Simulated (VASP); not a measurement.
# BN (Imm2) in VASP: notebook

BN is run at these levels: r2SCAN; tasks: single point.

Program: VASP 6.6.1. These are calculated values, not measurements. Logs are shortened: lines on timing, memory, paths and dates and some standing lists are left out, and cuts for length are marked.

### Step 1. The cell of the first run

It takes space group Imm2 (No. 44, orthorhombic). The conventional cell has a = 2.514 Å, b = 2.591 Å, c = 3.610 Å, α = 90.00°, β = 90.00°, γ = 90.00°. B (site symmetry mm2) has 4 N at 1.55 to 1.58 Å within 2.1 Å. N (site symmetry mm2) has 4 B at 1.55 to 1.58 Å within 2.1 Å.

### Step 2. Single point, r2SCAN (strain -0.0300 x Voigt [0, 0, 0, 0, 0, 1])

POSCAR reads:

```
BN
1.0
   -0.0270722063      1.8048137558      1.8048137558
    1.8048137558     -0.0270722063      1.8048137558
    1.7777415495      1.7777415495      0.0000000000
B N
1 1
Direct
    0.0000000000      0.0000000000      0.0000000000
    0.7500000000      0.7500000000      0.7500000000
```

INCAR.step1 reads:

```
SYSTEM = BN
PREC = Accurate ; ENCUT = 520
ISMEAR = 0 ; SIGMA = 0.05
LREAL = .FALSE. ; LASPH = .TRUE.
NELM = 100 ; NBANDS = 11
GGA = PE ; ALGO = Normal
EDIFF = 1E-4 ; LWAVE = .TRUE.
LCHARG = .FALSE.
```

INCAR.step2 reads:

```
SYSTEM = BN
PREC = Accurate ; ENCUT = 520
EDIFF = 1E-6 ; ISMEAR = 0
SIGMA = 0.05 ; LREAL = .FALSE.
LASPH = .TRUE. ; NELM = 100
ALGO = Normal ; ISIF = 2
LWAVE = .FALSE. ; LCHARG = .TRUE.
METAGGA = R2SCAN ; LMIXTAU = .TRUE.
LELF = .TRUE. ; LVHAR = .TRUE.
NBANDS = 11 ; ISTART = 1
```

KPOINTS reads:

```
Automatic mesh
0
G
  12 12 12
  0 0 0
```

Potentials or basis: VASP PAW PBE potentials, release 64 (B, N).

Launch:

```
> cat potpaw_PBE.64/B/POTCAR potpaw_PBE.64/N/POTCAR > POTCAR
> cp INCAR.step1 INCAR
> mpirun -np 1 vasp_std > vasp.out
> cp INCAR.step2 INCAR
> mpirun -np 1 vasp_std > vasp.out
```

OUTCAR:

```text
SYSTEM = BN
   PREC = Accurate
   ENCUT = 520
   EDIFF = 1E-6
   ISMEAR = 0
   LREAL = .FALSE.
   LASPH = .TRUE.
   NELM = 100
   ISIF = 2
   METAGGA = R2SCAN
   ISTART = 1

 ion  position               nearest neighbor table
   1  0.000  0.000  0.000-   2 1.55   2 1.55   2 1.58   2 1.58
   2  0.750  0.750  0.750-   1 1.55   1 1.55   1 1.58   1 1.58

  LATTYP: Found a body centered orthorhombic cell.
 ALAT       =     2.5141062097
 B/A-ratio  =     1.0304568527
 C/A-ratio  =     1.4357498095

  Lattice vectors:

 A1 = (   0.0270722063,  -1.8048137558,  -1.8048137558)
 A2 = (  -0.0270722063,   1.8048137558,  -1.8048137558)
 A3 = (   1.8048137558,  -0.0270722063,   1.8048137558)

Analysis of symmetry for initial positions (statically):
=====================================================================
 Subroutine PRICEL returns:
 Original cell was already a primitive cell.

 Routine SETGRP: Setting up the symmetry group for a
 body centered orthorhombic supercell.

 Subroutine GETGRP returns: Found  4 space group operations
 (whereof  4 operations were pure point group operations)
 out of a pool of  8 trial point group operations.

The static configuration has the point symmetry C_2v.

Analysis of symmetry for dynamics (positions and initial velocities):
=====================================================================
 Subroutine PRICEL returns:
 Original cell was already a primitive cell.

 Routine SETGRP: Setting up the symmetry group for a
 body centered orthorhombic supercell.

 Subroutine GETGRP returns: Found  4 space group operations
 (whereof  4 operations were pure point group operations)
 out of a pool of  8 trial point group operations.

The dynamic configuration has the point symmetry C_2v.

 Subroutine INISYM returns: Found  4 space group operations
 (whereof  4 operations are pure point group operations),
 and found     1 'primitive' translations

----------------------------------------------------------------------------------------

                                     Primitive cell

  volume of cell :      11.7552

  direct lattice vectors                    reciprocal lattice vectors
    -0.027072206  1.804813756  1.804813756    -0.272942754  0.272942754  0.277036896
     1.804813756 -0.027072206  1.804813756     0.272942754 -0.272942754  0.277036896
     1.777741549  1.777741549  0.000000000     0.281255732  0.281255732 -0.277036896

  length of vectors
     2.552535659  2.552535659  2.514106210     0.475126231  0.475126231  0.484725711

  position of ions in fractional coordinates (direct lattice)
     0.000000000  0.000000000  0.000000000
     0.750000000  0.750000000  0.750000000

  ion indices of the primitive-cell ions
   primitive index   ion index
                 1           1
                 2           2

----------------------------------------------------------------------------------------

 KPOINTS: Automatic mesh

Automatic generation of k-mesh.
 Grid dimensions read from file:
 generate k-points for:   12   12   12

 Generating k-lattice:

  Cartesian coordinates                     Fractional coordinates (reciprocal lattice)
    -0.022745230  0.022745230  0.023086408     0.083333333  0.000000000  0.000000000
     0.022745230 -0.022745230  0.023086408     0.000000000  0.083333333  0.000000000
     0.023437978  0.023437978 -0.023086408     0.000000000  0.000000000  0.083333333

  Length of vectors
     0.039593853  0.039593853  0.040393809

  Shift w.r.t. Gamma in fractional coordinates (k-lattice)
     0.000000000  0.000000000  0.000000000

 Subroutine IBZKPT returns following result:
 ===========================================

 Found    280 irreducible k-points:

 Following reciprocal coordinates:
            Coordinates               Weight
  0.000000  0.000000  0.000000      1.000000
  0.083333 -0.000000  0.000000      4.000000
  0.166667 -0.000000  0.000000      4.000000
  0.250000 -0.000000  0.000000      4.000000
  0.333333 -0.000000  0.000000      4.000000
  0.416667 -0.000000  0.000000      4.000000
[... 16 lines left out ...]
  0.500000  0.166667  0.000000      4.000000
 -0.416667  0.166667  0.000000      4.000000
 [... further k-points ...]
   k-points           NKPTS =    280   k-points in BZ     NKDIM =    280   number of bands    NBANDS=     11
   number of dos      NEDOS =    301   number of ions     NIONS =      2
   total plane-waves  NPLWV =   8000
   dimension x,y,z NGX =    20 NGY =   20 NGZ =   20
   dimension x,y,z NGXF=    40 NGYF=   40 NGZF=   40
   ions per type =               1   1
   NGX,Y,Z   is equivalent  to a cutoff of  13.03, 13.03, 13.23 a.u.
   NGXF,Y,Z  is equivalent  to a cutoff of  26.05, 26.05, 26.45 a.u.
 SYSTEM =  BN
   PREC   = accura    normal or accurate (medium, high low for compatibility)
   ISTART =      1    job   : 0-new  1-cont  2-samecut
   ICHARG =      0    charge: 1-file 2-atom 10-const
   ISPIN  =      1    spin polarized calculation?
   LNONCOLLINEAR =      F non collinear calculations
   LSORBIT =      F    spin-orbit coupling
   LASPH  =      T    aspherical Exc in radial PAW
   ENCUT  =  520.0 eV  38.22 Ry    6.18 a.u.   4.75  4.75  4.67*2*pi/ulx,y,z
   NELM   =    100;   NELMIN=  2; NELMDL=  0     # of ELM steps
   EDIFF  = 0.1E-05   stopping-criterion for ELM
   LREAL  =      F    real-space projection
   EDIFFG = 0.1E-04   stopping-criterion for IOM
   NSW    =      0    number of steps for IOM
   IBRION =     -1    ionic relax: 0-MD 1-quasi-New 2-CG
   NFREE  =      0    steps in history (QN), initial steepest desc. (CG)
   ISIF   =      2    stress and relaxation
   ISYM   =      2    0-nonsym 1-usesym 2-fastsym
   POTIM  = 0.5000    time-step for ionic-motion
   TEBEG  =    0.0;   TEEND  =   0.0 temperature during run
   PSTRESS=    0.0 pullay stress
   NELECT =       8.0000    total number of electrons
   NUPDOWN=      -1.0000    fix difference up-down
   EMIN   =  10.00;   EMAX   =-10.00  energy-range for DOS
   EFERMI =   0.00;   METHOD = LEGACY
   ISMEAR =     0;   SIGMA  =   0.05  broadening in eV -4-tet -1-fermi 0-gaus
   EFERMI_NEDOS =   21; number of points for ismear=-14 and -15
   IALGO  =     38    algorithm
   IMIX   =      4    mixing-type and parameters
     AMIX     =   0.40;   BMIX     =  1.00
     AMIX_MAG =   1.60;   BMIX_MAG =  1.00
  volume/ion in A,a.u.               =       5.88        39.66
  Fermi-wavevector in a.u.,A,eV,Ry     =   1.439997  2.721200 28.212935  2.073592
  Thomas-Fermi vector in A             =   2.558791
   LORBIT       =      0    0 simple, 1 ext, 2 COOP (PROOUT), +10 PAW based schemes
   METAGGA = R2SCAN    functional components
   LHFCALC =     F    Hartree Fock is set to
   AEXX    =    0.0000 exact exchange contribution
   IVDW    =     0    specifies the selected vdW correction
   LEPSILON=     F    determine dielectric tensor
   LRPA    =     F    only Hartree local field effects (RPA)
 non-spin polarized calculation
 Gauss-broadening in eV      SIGMA  =   0.05
  energy-cutoff  :      520.00
  volume of cell :       11.76
 maximum number of plane-waves:       331
   NGX =  9   NGY =  9   NGZ =  9

 number of electron       7.9999999 magnetization

 Free energy of the ion-electron system (eV)
  ---------------------------------------------------
  ext. energy  EPLUGINS =         0.00000000
  ---------------------------------------------------
  free energy    TOTEN  =       -19.15600286 eV

  energy without entropy =      -19.15600286  energy(sigma->0) =      -19.15600286

 E-fermi :   7.5535     XC(G=0): -13.6708

 val. band max:        7.3639985086   @ k =   0.0000   0.0000   0.0000
 cond. band min:      12.2245913161   @ k =   0.5000   0.5000   0.0000
 fundamental gap:      4.8605928076
 Fermi energy:         7.5535140131

 k-point     1 :       0.0000    0.0000    0.0000
  band No.  band energies     occupation
      1     -14.0479      2.00000
      2       7.2422      2.00000
      3       7.2891      2.00000
      4       7.3640      2.00000
      5      16.4458      0.00000
      6      16.6260      0.00000
      7      17.2669      0.00000
      8      18.6793      0.00000
      9      33.5227      0.00000
     10      36.1000      0.00000
     11      36.1283      0.00000

 k-point     2 :       0.0833   -0.0000    0.0000
  band No.  band energies     occupation
      1     -13.8762      2.00000
      2       6.2626      2.00000
      3       7.1041      2.00000
      4       7.1851      2.00000
      5      16.7267      0.00000
      6      17.1121      0.00000
      7      17.5381      0.00000
      8      19.0712      0.00000
      9      33.2932      0.00000
     10      34.0106      0.00000
     11      34.2418      0.00000

 k-point     3 :       0.1667   -0.0000    0.0000
  band No.  band energies     occupation
      1     -13.3684      2.00000
      2       4.0225      2.00000
      3       6.6847      2.00000
      4       6.7440      2.00000
      5      17.2684      0.00000
      6      17.8657      0.00000
      7      18.1697      0.00000
      8      20.2871      0.00000
      9      32.2365      0.00000
     10      32.7565      0.00000
     11      32.9135      0.00000

 k-point     4 :       0.2500   -0.0000    0.0000
  band No.  band energies     occupation
      1     -12.5513      2.00000
      2       1.4380      2.00000
      3       6.1970      2.00000
      4       6.2264      2.00000
      5      17.7402      0.00000
      6      18.4367      0.00000
      7      18.7740      0.00000
      8      21.7343      0.00000
      9      31.7451      0.00000
     10      32.4074      0.00000
     11      32.4417      0.00000
[... 239 lines left out ...]
 k-point    22 :       0.4167    0.1667    0.0000
  band No.  band energies     occupation
      1     -10.5559      2.00000
      2      -1.3979      2.00000
      3       4.0968      2.00000
      4       4.4145      2.00000
      5      16.7160      0.00000
      6      20.5953      0.00000
      7      21.3479      0.00000
      8      21.6814      0.00000
      9      28.9372      0.00000
     10      35.1625      0.00000
     11      37.5380      0.00000

 k-point    23 :       0.5000    0.1667    0.0000
  band No.  band energies     occupation
      1      -9.6301      2.00000
      2      -2.9276      2.00000
      3       3.4858      2.00000
      4       4.4695      2.00000
      5      17.1444      0.00000
      6      20.5985      0.00000
      7      21.1127      0.00000
      8      23.0473      0.00000
      9      29.3265      0.00000
     10      35.2948      0.00000
     11      36.7551      0.00000

 k-point    24 :      -0.4167    0.1667    0.0000
  band No.  band energies     occupation
      1      -9.4903      2.00000
      2      -3.1321      2.00000
      3       3.0448      2.00000
      4       4.7698      2.00000
      5      17.6208      0.00000
      6      20.5015      0.00000
      7      20.7281      0.00000
      8      23.9129      0.00000
      9      29.5318      0.00000
     10      34.3464      0.00000
     11      35.4540      0.00000

 [... further k-points ...]
[... 5 lines left out ...]
  --------------------------------------------------------------------------------------
  -------------------------------------------------------------------------------------
  Total        0.1277007      0.1277007      0.0925428      1.0373515      0.0000000      0.0000000
  in kB       17.4050214     17.4050214     12.6131512    141.3862138      0.0000000      0.0000000
  external PRESSURE =      15.8077314 kB  Pullay stress =       0.0000000 kB

 VOLUME and BASIS-vectors are now :
 -----------------------------------------------------------------------------
  energy-cutoff  :      520.00
  volume of cell :       11.76
      direct lattice vectors                 reciprocal lattice vectors
    -0.027072206  1.804813756  1.804813756    -0.272942754  0.272942754  0.277036896
     1.804813756 -0.027072206  1.804813756     0.272942754 -0.272942754  0.277036896
     1.777741549  1.777741549  0.000000000     0.281255732  0.281255732 -0.277036896

 POSITION                                       TOTAL-FORCE (eV/Angst)
 -----------------------------------------------------------------------------------
      0.00000      0.00000      0.00000        -0.000000     -0.000000      0.031105
      2.66661      2.66661      2.70722         0.000000      0.000000     -0.031105
 -----------------------------------------------------------------------------------
    total drift:                                0.000000      0.000000      0.000026

  FREE ENERGIE OF THE ION-ELECTRON SYSTEM (eV)
  ---------------------------------------------------
  free  energy   TOTEN  =       -19.1560028645 eV

  energy  without entropy=      -19.1560028645  energy(sigma->0) =      -19.15600286
```

Run time: 98 s. Hardware: 1 thread of Intel Xeon 6975P-C, shared host; peak memory 0.15 GiB.

What came out:

* Free energy: -19.1560 eV
* Pressure: 1.6 GPa
* Largest force: 0.031 eV/Å
* Band gap on the k mesh: 4.86 eV, indirect (least direct gap 9.08 eV)

Forces in eV/Å, atoms in the order of the input:
```
B    0.000  0.000  0.031
N    0.000  0.000 -0.031
```

Stress tensor (GPa, compression positive):
```
 1.74 14.14  0.00
14.14  1.74  0.00
 0.00  0.00  1.26
```

Levels at points of the mesh, in eV from the valence-band top:
```csv
k point,band 1,band 2,band 3,band 4,band 5,band 6,band 7,band 8
"(0.00, 0.00, 0.00)",-21.41,-0.12,-0.07,0.00,9.08,9.26,9.90,11.32
"(0.50, 0.00, 0.00)",-17.23,-11.23,-1.98,-1.95,10.87,11.52,11.78,16.36
"(0.50, 0.50, 0.00)",-15.68,-9.41,-5.46,-4.90,4.86,9.86,19.25,19.30
"(0.00, 0.00, 0.50)",-16.96,-11.16,-2.23,-2.18,10.43,11.10,11.60,16.42
"(0.50, 0.00, 0.50)",-15.66,-9.42,-5.18,-5.18,4.92,9.78,19.16,19.24
```

Caveat: the cell differs from its parent crystal (strain -0.0300 x Voigt [0, 0, 0, 0, 0, 1]); the PAW data sets were made with another functional, which shifts forces and pressure a little.

### Step 3. Single point, r2SCAN (strain +0.0150 x Voigt [0, 0, 0, 0, 0, 1])

POSCAR reads:

```
BN
1.0
    0.0135361032      1.8048137558      1.8048137558
    1.8048137558      0.0135361032      1.8048137558
    1.8183498590      1.8183498590      0.0000000000
B N
1 1
Direct
    0.0000000000      0.0000000000      0.0000000000
    0.7500000000      0.7500000000      0.7500000000
```

INCAR.step1 reads:

```
  ALGO = Normal
  EDIFF = 1E-4
  ENCUT = 520
  GGA = PE
  ISMEAR = 0
  LASPH = T
  LCHARG = F
  LREAL = F
  LWAVE = T
  NBANDS = 11
  NELM = 80
  PREC = Accurate
  SIGMA = 0.05
```

INCAR.step2 reads:

```
  ALGO = Normal
  EDIFF = 1E-6
  ENCUT = 520
  ISIF = 2
  ISMEAR = 0
  ISTART = 1
  LASPH = T
  LCHARG = F
  LMIXTAU = T
  LREAL = F
  LWAVE = F
  METAGGA = R2SCAN
  NBANDS = 11
  NELM = 80
  PREC = Accurate
  SIGMA = 0.05
```

KPOINTS reads:

```
k-points
0
Gamma
  12 12 12
```

Potentials or basis: VASP PAW PBE potentials, release 64 (B, N).

Launch:

```
> cat potpaw_PBE.64/B/POTCAR potpaw_PBE.64/N/POTCAR > POTCAR
> cp INCAR.step1 INCAR
> mpirun -np 1 vasp_std > vasp.out
> cp INCAR.step2 INCAR
> mpirun -np 1 vasp_std > vasp.out
```

It took 94 s on 1 thread of Intel Xeon 6975P-C, shared host; peak memory 0.15 GiB.

The run converged. Its results:

| Property | Result |
| --- | --- |
| Free energy | -19.1677 eV |
| Pressure | 1.3 GPa |
| Largest force | 0.015 eV/Å |
| Band gap on the k mesh | 4.94 eV, indirect (least direct gap 9.31 eV) |

Forces on the atoms (eV/Å):
```
B    0.000  0.000 -0.015
N    0.000  0.000  0.015
```

Stress tensor (GPa, compression positive):
```
 1.30 -7.06  0.00
-7.06  1.30  0.00
 0.00  0.00  1.18
```

Levels at points of the mesh, in eV from the valence-band top:
```
           k point  band 1  band 2  band 3  band 4  band 5  band 6  band 7  band 8  band 9
(0.00, 0.00, 0.00)  -21.38   -0.06   -0.03    0.00    9.31    9.46    9.72   11.17   26.19
(0.50, 0.00, 0.00)  -16.99  -11.14   -2.13   -2.10   10.65   11.30   11.54   16.44   24.87
(0.50, 0.50, 0.00)  -15.63   -9.38   -5.29   -5.01    4.94    9.83   19.29   19.31   22.24
(0.00, 0.00, 0.50)  -17.12  -11.17   -2.00   -1.99   10.92   11.45   11.63   16.40   24.95
(0.50, 0.00, 0.50)  -15.63   -9.38   -5.15   -5.15    4.95    9.81   19.27   19.29   22.27
```

Caveat: the cell differs from its parent crystal (strain +0.0150 x Voigt [0, 0, 0, 0, 0, 1]); the PAW data sets were made with another functional, which shifts forces and pressure a little. A k mesh can miss the band edges.

### Step 4. Single point, r2SCAN (strain +0.0525 x Voigt [0, 0, 0, 0, 0, 1])

POSCAR reads:

```
BN
1.0
    0.0473763611      1.8048137558      1.8048137558
    1.8048137558      0.0473763611      1.8048137558
    1.8521901169      1.8521901169      0.0000000000
B N
1 1
Direct
    0.0000000000      0.0000000000      0.0000000000
    0.7500000000      0.7500000000      0.7500000000
```

INCAR.step1 reads:

```
ALGO = Normal
EDIFF = 1E-4
ENCUT = 520
GGA = PE
ISMEAR = 0
LASPH = True
LCHARG = False
LREAL = False
LWAVE = True
NBANDS = 11
NELM = 100
PREC = Accurate
SIGMA = 0.05
```

INCAR.step2 reads:

```
ALGO = Normal
EDIFF = 1E-7
ENCUT = 520
ISIF = 2
ISMEAR = 0
ISTART = 1
LASPH = True
LCHARG = False
LMIXTAU = True
LREAL = False
LWAVE = False
METAGGA = R2SCAN
NBANDS = 11
NELM = 100
PREC = Accurate
SIGMA = 0.05
```

KPOINTS is that of step 3.

Launch:

```
> cat potpaw_PBE.64/B/POTCAR potpaw_PBE.64/N/POTCAR > POTCAR
> cp INCAR.step1 INCAR
> mpirun -np 1 vasp_std > vasp.out
> cp INCAR.step2 INCAR
> mpirun -np 1 vasp_std > vasp.out
```

Run time: 93 s. Hardware: 1 thread of Intel Xeon 6975P-C, shared host; peak memory 0.15 GiB.

It converged, with:

```
Free energy            : -19.1238 eV
Pressure               : 2.5 GPa
Largest force          : 0.056 eV/Å
Band gap on the k mesh : 4.69 eV, indirect (least direct gap 8.74 eV)
```

Forces on the atoms (eV/Å):
```
B    0.000  0.000 -0.056
N    0.000  0.000  0.056
```

Stress tensor (GPa, compression positive):
```
  2.95 -24.79   0.00
-24.79   2.95   0.00
  0.00   0.00   1.49
```

Levels at points of the mesh, in eV from the valence-band top:
| k point | band 2 | band 3 | band 4 | band 5 | band 6 | band 7 |
| --- | --- | --- | --- | --- | --- | --- |
| (0.00, 0.00, 0.00) | -0.22 | -0.15 | 0.00 | 8.74 | 8.87 | 10.18 |
| (0.50, 0.00, 0.00) | -11.19 | -2.40 | -2.29 | 10.10 | 10.82 | 11.70 |
| (0.50, 0.50, 0.00) | -9.47 | -5.72 | -4.73 | 4.69 | 9.98 | 19.20 |
| (0.00, 0.00, 0.50) | -11.31 | -1.94 | -1.91 | 10.67 | 11.75 | 12.00 |
| (0.50, 0.00, 0.50) | -9.48 | -5.23 | -5.22 | 4.87 | 9.74 | 18.92 |

Caveat: the cell differs from its parent crystal (strain +0.0525 x Voigt [0, 0, 0, 0, 0, 1]); the PAW data sets were made with another functional, which shifts forces and pressure a little.

### Step 5. Overview

```csv
cell,gap on the mesh (eV),pressure (GPa),largest force (eV/Å)
"a = 2.553, b = 2.553, c = 2.514 Å, angles 60.5, 60.5, 61.0°, 2 atoms",4.86,1.6,0.03
"a = 2.552, b = 2.552, c = 2.572 Å, angles 59.8, 59.8, 59.5°, 2 atoms",4.94,1.3,0.02
"a = 2.553, b = 2.553, c = 2.619 Å, angles 59.1, 59.1, 58.3°, 2 atoms",4.69,2.5,0.06
```

Alike in all rows: task single point; level r2SCAN; potentials or basis VASP PAW PBE potentials, release 64 (B, N); no spin polarisation; k mesh 12 × 12 × 12; cutoff (eV) 520; smearing gaussian 0.05 eV.

Caveats: the PAW data sets were made with another functional, which shifts forces and pressure a little.

Total energies depend on the potentials used, so only differences within one code and one set of settings carry meaning.
